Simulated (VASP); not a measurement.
# ZnO in VASP: notebook

Runs on ZnO. Level: LDA. Tasks: single point.

All numbers are computed with VASP 6.6.1; they aren't measurements. Logs are shortened: lines on timing, memory, paths and dates and some standing lists are left out, and cuts for length are marked.

**1. The cell of the first run**

The structure is cubic, space group Fm-3m (No. 225). Conventional cell: a = 4.230 Å, b = 4.230 Å, c = 4.230 Å, α = 90.00°, β = 90.00°, γ = 90.00°. Zn (site symmetry m-3m) has 6 O at 2.12 Å within 2.8 Å. O (site symmetry m-3m) has 6 Zn at 2.12 Å within 2.8 Å.

**2. Single point, LDA (strain -0.025 along x and y, -0.025 along z)**

INCAR

```
  PREC = Accurate
  ENCUT = 1340
  EDIFF = 1E-6
  ISMEAR = 0
  SIGMA = 0.05
  LREAL = False
  LASPH = True
  NELM = 120
  ALGO = Normal
  ISIF = 2
  LWAVE = False
  LCHARG = False
  GGA = CA
  NBANDS = 16
  GGA_COMPAT = False
```

KPOINTS

```
regular mesh
0
Gamma
  12 12 12
```

POSCAR

```
ZnO
1.0
    0.0000000000      2.1152059500      2.1152059500
    2.1152059500      0.0000000000      2.1152059500
    2.1152059500      2.1152059500      0.0000000000
Zn O
1 1
Direct
    0.0000000000      0.0000000000      0.0000000000
    0.5000000000      0.5000000000      0.5000000000
```

Potentials or basis: VASP PAW LDA potentials, release 64 (Zn, O_h).

The run is started by

```console
cat potpaw_LDA.64/Zn/POTCAR potpaw_LDA.64/O_h/POTCAR > POTCAR
mpirun -np 1 vasp_std > vasp.out
```

OUTCAR:

```text
PREC = Accurate
   ENCUT = 1340
   EDIFF = 1E-6
   ISMEAR = 0
   LREAL = False
   LASPH = True
   NELM = 120
   ISIF = 2
   GGA = CA

 ion  position               nearest neighbor table
   1  0.000  0.000  0.000-   2 2.12   2 2.12   2 2.12   2 2.12   2 2.12   2 2.12
   2  0.500  0.500  0.500-   1 2.12   1 2.12   1 2.12   1 2.12   1 2.12   1 2.12

  LATTYP: Found a face centered cubic cell.
 ALAT       =     4.2304119000

  Lattice vectors:

 A1 = (   0.0000000000,   2.1152059500,   2.1152059500)
 A2 = (   2.1152059500,   0.0000000000,   2.1152059500)
 A3 = (   2.1152059500,   2.1152059500,   0.0000000000)

Analysis of symmetry for initial positions (statically):
=====================================================================
 Subroutine PRICEL returns:
 Original cell was already a primitive cell.

 Routine SETGRP: Setting up the symmetry group for a
 face centered cubic supercell.

 Subroutine GETGRP returns: Found 48 space group operations
 (whereof 48 operations were pure point group operations)
 out of a pool of 48 trial point group operations.

The static configuration has the point symmetry O_h .

Analysis of symmetry for dynamics (positions and initial velocities):
=====================================================================
 Subroutine PRICEL returns:
 Original cell was already a primitive cell.

 Routine SETGRP: Setting up the symmetry group for a
 face centered cubic supercell.

 Subroutine GETGRP returns: Found 48 space group operations
 (whereof 48 operations were pure point group operations)
 out of a pool of 48 trial point group operations.

The dynamic configuration has the point symmetry O_h .

 Subroutine INISYM returns: Found 48 space group operations
 (whereof 48 operations are pure point group operations),
 and found     1 'primitive' translations

----------------------------------------------------------------------------------------

                                     Primitive cell

  volume of cell :      18.9273

  direct lattice vectors                    reciprocal lattice vectors
     0.000000000  2.115205950  2.115205950    -0.236383601  0.236383601  0.236383601
     2.115205950  0.000000000  2.115205950     0.236383601 -0.236383601  0.236383601
     2.115205950  2.115205950  0.000000000     0.236383601  0.236383601 -0.236383601

  length of vectors
     2.991352942  2.991352942  2.991352942     0.409428408  0.409428408  0.409428408

  position of ions in fractional coordinates (direct lattice)
     0.000000000  0.000000000  0.000000000
     0.500000000  0.500000000  0.500000000
[... 78 lines left out ...]
   LREAL  =      F    real-space projection
   EDIFFG = 0.1E-04   stopping-criterion for IOM
   NSW    =      0    number of steps for IOM
   IBRION =     -1    ionic relax: 0-MD 1-quasi-New 2-CG
   NFREE  =      0    steps in history (QN), initial steepest desc. (CG)
   ISIF   =      2    stress and relaxation
   ISYM   =      2    0-nonsym 1-usesym 2-fastsym
   POTIM  = 0.5000    time-step for ionic-motion
   TEBEG  =    0.0;   TEEND  =   0.0 temperature during run
   PSTRESS=    0.0 pullay stress
   NELECT =      18.0000    total number of electrons
   NUPDOWN=      -1.0000    fix difference up-down
   EMIN   =  10.00;   EMAX   =-10.00  energy-range for DOS
   EFERMI =   0.00;   METHOD = LEGACY
   ISMEAR =     0;   SIGMA  =   0.05  broadening in eV -4-tet -1-fermi 0-gaus
   EFERMI_NEDOS =   21; number of points for ismear=-14 and -15
   IALGO  =     38    algorithm
   IMIX   =      4    mixing-type and parameters
     AMIX     =   0.40;   BMIX     =  1.00
     AMIX_MAG =   1.60;   BMIX_MAG =  1.00
  volume/ion in A,a.u.               =       9.46        63.86
  Fermi-wavevector in a.u.,A,eV,Ry     =   1.609915  3.042299 35.263948  2.591827
  Thomas-Fermi vector in A             =   2.705549
   LORBIT       =      0    0 simple, 1 ext, 2 COOP (PROOUT), +10 PAW based schemes
   GGA     = CA    functional components
   LHFCALC =     F    Hartree Fock is set to
   AEXX    =    0.0000 exact exchange contribution
   IVDW    =     0    specifies the selected vdW correction
   LEPSILON=     F    determine dielectric tensor
   LRPA    =     F    only Hartree local field effects (RPA)
 non-spin polarized calculation
 Gauss-broadening in eV      SIGMA  =   0.05
  energy-cutoff  :     1340.00
  volume of cell :       18.93
 maximum number of plane-waves:      2148
   NGX = 17   NGY = 17   NGZ = 17

 number of electron      18.0000001 magnetization

 Free energy of the ion-electron system (eV)
  ---------------------------------------------------
  ext. energy  EPLUGINS =         0.00000000
  ---------------------------------------------------
  free energy    TOTEN  =       -10.37154535 eV

  energy without entropy =      -10.37154535  energy(sigma->0) =      -10.37154535

 E-fermi :   3.4714     XC(G=0): -12.9979

 val. band max:        3.2476099762   @ k =   0.5000   0.0000   0.0000
 cond. band min:       4.2949314308   @ k =   0.0000   0.0000   0.0000
 fundamental gap:      1.0473214545
 Fermi energy:         3.4714013631

 k-point     1 :       0.0000    0.0000    0.0000
  band No.  band energies     occupation
      1     -15.4268      2.00000
      2      -1.7877      2.00000
      3      -1.7877      2.00000
      4      -1.7877      2.00000
      5      -1.5533      2.00000
      6      -1.5533      2.00000
[... 433 lines left out ...]
      3      -2.7322      2.00000
      4      -2.7014      2.00000
      5      -1.3383      2.00000
      6      -1.3299      2.00000
[... 8 lines left out ...]
     15      26.5398      0.00000
     16      27.1322      0.00000

 [... further k-points ...]

------------------------ aborting loop because EDIFF is reached ----------------------------------------

  FORCE on cell =-STRESS in cart. coord.  units (eV):
  Direction    XX          YY          ZZ          XY          YZ          ZX
  --------------------------------------------------------------------------------------
  -------------------------------------------------------------------------------------
  Total       -0.1483838     -0.1483838     -0.1483838      0.0000000      0.0000000      0.0000000
  in kB      -12.5605629    -12.5605629    -12.5605629      0.0000000      0.0000000      0.0000000
  external PRESSURE =     -12.5605629 kB  Pullay stress =       0.0000000 kB

 VOLUME and BASIS-vectors are now :
 -----------------------------------------------------------------------------
  energy-cutoff  :     1340.00
  volume of cell :       18.93
      direct lattice vectors                 reciprocal lattice vectors
     0.000000000  2.115205950  2.115205950    -0.236383601  0.236383601  0.236383601
     2.115205950  0.000000000  2.115205950     0.236383601 -0.236383601  0.236383601
     2.115205950  2.115205950  0.000000000     0.236383601  0.236383601 -0.236383601

 POSITION                                       TOTAL-FORCE (eV/Angst)
 -----------------------------------------------------------------------------------
      0.00000      0.00000      0.00000         0.000000      0.000000     -0.000000
      2.11521      2.11521      2.11521         0.000000      0.000000      0.000000
 -----------------------------------------------------------------------------------
    total drift:                                0.000000      0.000000      0.000000

  FREE ENERGIE OF THE ION-ELECTRON SYSTEM (eV)
  ---------------------------------------------------
  free  energy   TOTEN  =       -10.3715453482 eV

  energy  without entropy=      -10.3715453482  energy(sigma->0) =      -10.37154535
```

Wall time 54 s (1 thread of Intel Xeon Platinum 8259CL at 2.50GHz (Skylake/Cascade Lake), shared host); peak memory 0.23 GiB.

Results:

- Free energy: -10.3715 eV
- Pressure: -1.3 GPa
- Band gap on the k mesh: 1.05 eV (least direct gap 2.55 eV)

Caveat: the cell differs from its parent crystal (strain -0.025 along x and y, -0.025 along z).

**3. Single point, LDA (strain -0.050 along x and y, +0.000 along z)**

INCAR

```
ALGO = Normal
EDIFF = 1E-6
ENCUT = 1340
GGA_COMPAT = False
ISIF = 2
ISMEAR = 0
LASPH = True
LCHARG = False
LREAL = False
LWAVE = False
NBANDS = 16
NELM = 120
PREC = Accurate
SIGMA = 0.05
```

KPOINTS

```
k-points
0
Gamma
  12 12 12
```

POSCAR

```
ZnO
1.0
    0.0000000000      2.0609699000      2.1694420000
    2.0609699000      0.0000000000      2.1694420000
    2.0609699000      2.0609699000      0.0000000000
Zn O
1 1
Direct
    0.0000000000      0.0000000000      0.0000000000
    0.5000000000      0.5000000000      0.5000000000
```

Potentials or basis: VASP PAW LDA potentials, release 64 (Zn, O_h).

The run is started by

```console
cat potpaw_LDA.64/Zn/POTCAR potpaw_LDA.64/O_h/POTCAR > POTCAR
mpirun -np 1 vasp_std > vasp.out
```

Wall time 2.2 min (1 thread of Intel Xeon Platinum 8259CL at 2.50GHz (Skylake/Cascade Lake), shared host); peak memory 0.32 GiB.

The run converged. Its results:

| Property | Result |
| --- | --- |
| Free energy | -10.3514 eV |
| Pressure | 5.4 GPa |
| Band gap on the k mesh | 1.04 eV (least direct gap 2.66 eV) |

Stress tensor (GPa, compression positive):
```
7.84 0.00 0.00
0.00 7.84 0.00
0.00 0.00 0.55
```

Levels at points of the mesh, in eV from the valence-band top:
```csv
k point,band 7,band 8,band 9,band 10,band 11,band 12
"(0.00, 0.00, 0.00)",-1.88,-1.88,-1.62,1.04,17.90,18.14
"(0.50, 0.00, 0.00)",-3.92,-0.34,0.00,5.22,9.34,12.22
"(0.50, 0.50, 0.00)",-4.30,-3.23,-3.23,4.22,10.26,11.55
"(0.50, 0.00, 0.50)",-4.16,-3.68,-3.16,4.11,10.89,10.97
```

Caveat: the cell differs from its parent crystal (strain -0.050 along x and y, +0.000 along z); the stress differs along the axes, from 1 to 8 GPa. A k mesh can miss the band edges.
